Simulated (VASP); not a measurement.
# HfO2 (series) (Fm-3m) in VASP: notebook

HfO2 (series) is run at these levels: PBE; tasks: single point.

All numbers are computed with VASP 6.6.1; they aren't measurements. Logs are shortened: lines on timing, memory, paths and dates and some standing lists are left out, and cuts for length are marked.

## 1. The cell of the first run

It takes space group Fm-3m (No. 225, cubic). The conventional cell has a = 5.115 Å, b = 5.115 Å, c = 5.115 Å, α = 90.00°, β = 90.00°, γ = 90.00°. Hf (site symmetry m-3m) has 8 O at 2.21 Å within 2.9 Å. Within 2.9 Å of O (site symmetry -43m) lie 4 Hf at 2.21 Å and 6 O at 2.56 Å.

## 2. Single point, PBE

INCAR reads:

```
SYSTEM = HfO2
PREC = Accurate
ENCUT = 600
EDIFF = 1E-6
ISMEAR = 0
SIGMA = 0.02
LREAL = .FALSE.
LASPH = .TRUE.
NELM = 120
ALGO = Normal
ISIF = 2
LWAVE = .FALSE.
LCHARG = .TRUE.
GGA = PE
LELF = .TRUE.
LVHAR = .TRUE.
NBANDS = 18
GGA_COMPAT = .FALSE.
```

KPOINTS reads:

```
Automatic mesh
0
G
  10 10 10
  0 0 0
```

POSCAR reads:

```
HfO2
1.0
    0.0000000000      2.5575000000      2.5575000000
    2.5575000000      0.0000000000      2.5575000000
    2.5575000000      2.5575000000      0.0000000000
Hf O
1 2
Direct
    0.0000000000      0.0000000000      0.0000000000
    0.2500000000      0.2500000000      0.2500000000
    0.7500000000      0.7500000000      0.7500000000
```

Potentials or basis: VASP PAW PBE potentials, release 64 (Hf_pv, O).

The run is started by

```sh
> cat potpaw_PBE.64/Hf_pv/POTCAR potpaw_PBE.64/O/POTCAR > POTCAR
> mpirun -np 1 vasp_std > vasp.out
```

OUTCAR:

```text
SYSTEM = HfO2
   PREC = Accurate
   ENCUT = 600
   EDIFF = 1E-6
   ISMEAR = 0
   LREAL = .FALSE.
   LASPH = .TRUE.
   NELM = 120
   ISIF = 2
   GGA = PE

 ion  position               nearest neighbor table
   1  0.000  0.000  0.000-   3 2.21   3 2.21   3 2.21   2 2.21   3 2.21   2 2.21   2 2.21   2 2.21

   2  0.250  0.250  0.250-   1 2.21   1 2.21   1 2.21   1 2.21
   3  0.750  0.750  0.750-   1 2.21   1 2.21   1 2.21   1 2.21

  LATTYP: Found a face centered cubic cell.
 ALAT       =     5.1150000000

  Lattice vectors:

 A1 = (   0.0000000000,   2.5575000000,   2.5575000000)
 A2 = (   2.5575000000,   0.0000000000,   2.5575000000)
 A3 = (   2.5575000000,   2.5575000000,   0.0000000000)

Analysis of symmetry for initial positions (statically):
=====================================================================
 Subroutine PRICEL returns:
 Original cell was already a primitive cell.

 Routine SETGRP: Setting up the symmetry group for a
 face centered cubic supercell.

 Subroutine GETGRP returns: Found 48 space group operations
 (whereof 48 operations were pure point group operations)
 out of a pool of 48 trial point group operations.

The static configuration has the point symmetry O_h .

Analysis of symmetry for dynamics (positions and initial velocities):
=====================================================================
 Subroutine PRICEL returns:
 Original cell was already a primitive cell.

 Routine SETGRP: Setting up the symmetry group for a
 face centered cubic supercell.

 Subroutine GETGRP returns: Found 48 space group operations
 (whereof 48 operations were pure point group operations)
 out of a pool of 48 trial point group operations.

The dynamic configuration has the point symmetry O_h .

 Subroutine INISYM returns: Found 48 space group operations
 (whereof 48 operations are pure point group operations),
 and found     1 'primitive' translations

----------------------------------------------------------------------------------------

                                     Primitive cell

  volume of cell :      33.4562

  direct lattice vectors                    reciprocal lattice vectors
     0.000000000  2.557500000  2.557500000    -0.195503421  0.195503421  0.195503421
     2.557500000  0.000000000  2.557500000     0.195503421 -0.195503421  0.195503421
     2.557500000  2.557500000  0.000000000     0.195503421  0.195503421 -0.195503421

  length of vectors
     3.616851186  3.616851186  3.616851186     0.338621859  0.338621859  0.338621859

  position of ions in fractional coordinates (direct lattice)
     0.000000000  0.000000000  0.000000000
     0.250000000  0.250000000  0.250000000
     0.750000000  0.750000000  0.750000000

  ion indices of the primitive-cell ions
   primitive index   ion index
                 1           1
                 2           2
                 3           3

----------------------------------------------------------------------------------------

 KPOINTS: Automatic mesh

Automatic generation of k-mesh.
 Grid dimensions read from file:
 generate k-points for:   10   10   10

 Generating k-lattice:

  Cartesian coordinates                     Fractional coordinates (reciprocal lattice)
    -0.019550342  0.019550342  0.019550342     0.100000000  0.000000000  0.000000000
     0.019550342 -0.019550342  0.019550342     0.000000000  0.100000000  0.000000000
     0.019550342  0.019550342 -0.019550342     0.000000000  0.000000000  0.100000000

  Length of vectors
     0.033862186  0.033862186  0.033862186

  Shift w.r.t. Gamma in fractional coordinates (k-lattice)
     0.000000000  0.000000000  0.000000000

 Subroutine IBZKPT returns following result:
 ===========================================

 Found     47 irreducible k-points:

 Following reciprocal coordinates:
            Coordinates               Weight
  0.000000  0.000000  0.000000      1.000000
  0.100000  0.000000  0.000000      8.000000
  0.200000  0.000000  0.000000      8.000000
  0.300000  0.000000  0.000000      8.000000
  0.400000  0.000000  0.000000      8.000000
  0.500000  0.000000  0.000000      4.000000
[... 16 lines left out ...]
  0.300000  0.300000  0.000000      6.000000
  0.400000  0.300000  0.000000     24.000000
 [... further k-points ...]
   k-points           NKPTS =     47   k-points in BZ     NKDIM =     47   number of bands    NBANDS=     18
   number of dos      NEDOS =    301   number of ions     NIONS =      3
   total plane-waves  NPLWV =  27000
   dimension x,y,z NGX =    30 NGY =   30 NGZ =   30
   dimension x,y,z NGXF=    60 NGYF=   60 NGZF=   60
   ions per type =               1   2
   NGX,Y,Z   is equivalent  to a cutoff of  13.79, 13.79, 13.79 a.u.
   NGXF,Y,Z  is equivalent  to a cutoff of  27.58, 27.58, 27.58 a.u.
 SYSTEM =  HfO2
   PREC   = accura    normal or accurate (medium, high low for compatibility)
   ISTART =      0    job   : 0-new  1-cont  2-samecut
   ICHARG =      2    charge: 1-file 2-atom 10-const
   ISPIN  =      1    spin polarized calculation?
   LNONCOLLINEAR =      F non collinear calculations
   LSORBIT =      F    spin-orbit coupling
   LASPH  =      T    aspherical Exc in radial PAW
   ENCUT  =  600.0 eV  44.10 Ry    6.64 a.u.   7.22  7.22  7.22*2*pi/ulx,y,z
   NELM   =    120;   NELMIN=  2; NELMDL= -5     # of ELM steps
   EDIFF  = 0.1E-05   stopping-criterion for ELM
   LREAL  =      F    real-space projection
   EDIFFG = 0.1E-04   stopping-criterion for IOM
   NSW    =      0    number of steps for IOM
   IBRION =     -1    ionic relax: 0-MD 1-quasi-New 2-CG
   NFREE  =      0    steps in history (QN), initial steepest desc. (CG)
   ISIF   =      2    stress and relaxation
   ISYM   =      2    0-nonsym 1-usesym 2-fastsym
   POTIM  = 0.5000    time-step for ionic-motion
   TEBEG  =    0.0;   TEEND  =   0.0 temperature during run
   PSTRESS=    0.0 pullay stress
   NELECT =      22.0000    total number of electrons
   NUPDOWN=      -1.0000    fix difference up-down
   EMIN   =  10.00;   EMAX   =-10.00  energy-range for DOS
   EFERMI =   0.00;   METHOD = LEGACY
   ISMEAR =     0;   SIGMA  =   0.02  broadening in eV -4-tet -1-fermi 0-gaus
   EFERMI_NEDOS =   21; number of points for ismear=-14 and -15
   IALGO  =     38    algorithm
   IMIX   =      4    mixing-type and parameters
     AMIX     =   0.40;   BMIX     =  1.00
     AMIX_MAG =   1.60;   BMIX_MAG =  1.00
  volume/ion in A,a.u.               =      11.15        75.26
  Fermi-wavevector in a.u.,A,eV,Ry     =   1.423607  2.690227 27.574337  2.026657
  Thomas-Fermi vector in A             =   2.544186
   LORBIT       =      0    0 simple, 1 ext, 2 COOP (PROOUT), +10 PAW based schemes
   GGA     = PE    functional components
   LHFCALC =     F    Hartree Fock is set to
   AEXX    =    0.0000 exact exchange contribution
   IVDW    =     0    specifies the selected vdW correction
   LEPSILON=     F    determine dielectric tensor
   LRPA    =     F    only Hartree local field effects (RPA)
 non-spin polarized calculation
 Gauss-broadening in eV      SIGMA  =   0.02
  energy-cutoff  :      600.00
  volume of cell :       33.46
 maximum number of plane-waves:      1139
 NGX is ok and might be reduce to    30
   NGX = 15   NGY = 15   NGZ = 15

 number of electron      21.9999993 magnetization

 Free energy of the ion-electron system (eV)
  ---------------------------------------------------
  ext. energy  EPLUGINS =         0.00000000
  ---------------------------------------------------
  free energy    TOTEN  =       -30.23889254 eV

  energy without entropy =      -30.23889254  energy(sigma->0) =      -30.23889254

 E-fermi :   4.2389     XC(G=0): -11.6971

 val. band max:        4.0525092157   @ k =   0.5000   0.5000   0.0000
 cond. band min:       7.7833017978   @ k =   0.5000   0.5000   0.0000
 fundamental gap:      3.7307925821
 Fermi energy:         4.2389471038

 k-point     1 :       0.0000    0.0000    0.0000
  band No.  band energies     occupation
      1     -25.7571      2.00000
      2     -25.7571      2.00000
      3     -25.7571      2.00000
      4     -14.5150      2.00000
      5     -11.6144      2.00000
      6      -1.1289      2.00000
[... 10 lines left out ...]
     17      14.1431      0.00000
     18      17.3880      0.00000

 k-point     2 :       0.1000    0.0000    0.0000
  band No.  band energies     occupation
      1     -25.7957      2.00000
      2     -25.7613      2.00000
      3     -25.7613      2.00000
      4     -14.3881      2.00000
      5     -11.7193      2.00000
      6      -1.0344      2.00000
[... 10 lines left out ...]
     17      13.9761      0.00000
     18      17.3718      0.00000

 k-point     3 :       0.2000    0.0000    0.0000
  band No.  band energies     occupation
      1     -25.8945      2.00000
      2     -25.7725      2.00000
      3     -25.7725      2.00000
      4     -14.0567      2.00000
      5     -11.9677      2.00000
      6      -0.7816      2.00000
[... 10 lines left out ...]
     17      13.6147      0.00000
     18      16.8679      0.00000

 k-point     4 :       0.3000    0.0000    0.0000
  band No.  band energies     occupation
      1     -26.0119      2.00000
      2     -25.7861      2.00000
      3     -25.7861      2.00000
      4     -13.6618      2.00000
      5     -12.2118      2.00000
      6      -0.4628      2.00000
[... 375 lines left out ...]
      4     -13.4802      2.00000
      5     -12.3225      2.00000
      6      -0.7460      2.00000
[... 10 lines left out ...]
     17      13.9198      0.00000
     18      16.7706      0.00000

 k-point    23 :       0.3000    0.3000    0.0000
  band No.  band energies     occupation
      1     -26.0288      2.00000
      2     -25.8287      2.00000
      3     -25.8287      2.00000
      4     -13.2671      2.00000
      5     -12.4602      2.00000
      6      -0.6780      2.00000
[... 10 lines left out ...]
     17      12.8661      0.00000
     18      17.2982      0.00000

 k-point    24 :       0.4000    0.3000    0.0000
  band No.  band energies     occupation
      1     -26.0795      2.00000
      2     -25.8558      2.00000
      3     -25.8413      2.00000
      4     -12.9637      2.00000
      5     -12.6073      2.00000
      6      -1.2458      2.00000
[... 10 lines left out ...]
     17      14.1291      0.00000
     18      17.3278      0.00000

 [... further k-points ...]

------------------------ aborting loop because EDIFF is reached ----------------------------------------

  FORCE on cell =-STRESS in cart. coord.  units (eV):
  Direction    XX          YY          ZZ          XY          YZ          ZX
  --------------------------------------------------------------------------------------
  -------------------------------------------------------------------------------------
  Total       -1.3005608     -1.3005608     -1.3005608     -0.0000000      0.0000000     -0.0000000
  in kB      -62.2822522    -62.2822522    -62.2822522     -0.0000000      0.0000000     -0.0000000
  external PRESSURE =     -62.2822522 kB  Pullay stress =       0.0000000 kB

 VOLUME and BASIS-vectors are now :
 -----------------------------------------------------------------------------
  energy-cutoff  :      600.00
  volume of cell :       33.46
      direct lattice vectors                 reciprocal lattice vectors
     0.000000000  2.557500000  2.557500000    -0.195503421  0.195503421  0.195503421
     2.557500000  0.000000000  2.557500000     0.195503421 -0.195503421  0.195503421
     2.557500000  2.557500000  0.000000000     0.195503421  0.195503421 -0.195503421

 POSITION                                       TOTAL-FORCE (eV/Angst)
 -----------------------------------------------------------------------------------
      0.00000      0.00000      0.00000         0.000000     -0.000000     -0.000000
      1.27875      1.27875      1.27875         0.000000      0.000000      0.000000
      3.83625      3.83625      3.83625        -0.000000     -0.000000     -0.000000
 -----------------------------------------------------------------------------------
    total drift:                                0.000000     -0.000000      0.000000

  FREE ENERGIE OF THE ION-ELECTRON SYSTEM (eV)
  ---------------------------------------------------
  free  energy   TOTEN  =       -30.2388925374 eV

  energy  without entropy=      -30.2388925374  energy(sigma->0) =      -30.23889254
```

Wall time 63 s (1 thread of AMD EPYC 7R43 (Zen 3), shared host); peak memory 0.15 GiB.

What came out:

```
Free energy            : -30.2389 eV
Pressure               : -6.2 GPa
Band gap on the k mesh : 3.73 eV, direct
```

Caveat: spin-orbit coupling is left out, which moves the levels of the heavy elements. Expect the measured gap to be larger: semilocal functionals such as PBE lack the derivative discontinuity.

## 3. Single point, PBE

INCAR reads:

```
  PREC = Accurate
  ENCUT = 600
  EDIFF = 1E-6
  ISMEAR = 0
  SIGMA = 0.02
  LREAL = False
  LASPH = True
  NELM = 120
  ALGO = Normal
  ISIF = 2
  LWAVE = False
  LCHARG = False
  GGA = PE
  NBANDS = 18
  GGA_COMPAT = False
```

KPOINTS reads:

```
regular mesh
0
Gamma
  12 12 12
```

POSCAR is that of step 2.

Potentials or basis: VASP PAW PBE potentials, release 64 (Hf_pv, O).

The run is started by

```sh
> cat potpaw_PBE.64/Hf_pv/POTCAR potpaw_PBE.64/O/POTCAR > POTCAR
> mpirun -np 1 vasp_std > vasp.out
```

Wall time 86 s (1 thread of AMD EPYC 7R43 (Zen 3), shared host); peak memory 0.17 GiB.

It converged, with:

| Quantity | Value |
| --- | --- |
| Free energy | -30.2389 eV |
| Pressure | -6.2 GPa |
| Band gap on the k mesh | 3.73 eV, direct |

Levels at points of the mesh, in eV from the valence-band top:
```tsv
k point	band 7	band 8	band 9	band 10	band 11	band 12	band 13	band 14	band 15	band 16
(0.00, 0.00, 0.00)	-5.18	-5.18	-0.59	-0.59	-0.59	3.82	3.82	5.63	10.09	10.09
(0.50, 0.00, 0.00)	-4.17	-3.00	-2.67	-1.80	-1.80	4.51	4.51	6.74	8.98	9.10
(0.50, 0.50, 0.00)	-3.40	-3.40	-1.48	-1.48	0.00	3.73	5.36	6.40	7.93	7.93
```

Caveat: spin-orbit coupling is left out, which moves the levels of the heavy elements. A k mesh can miss the band edges.
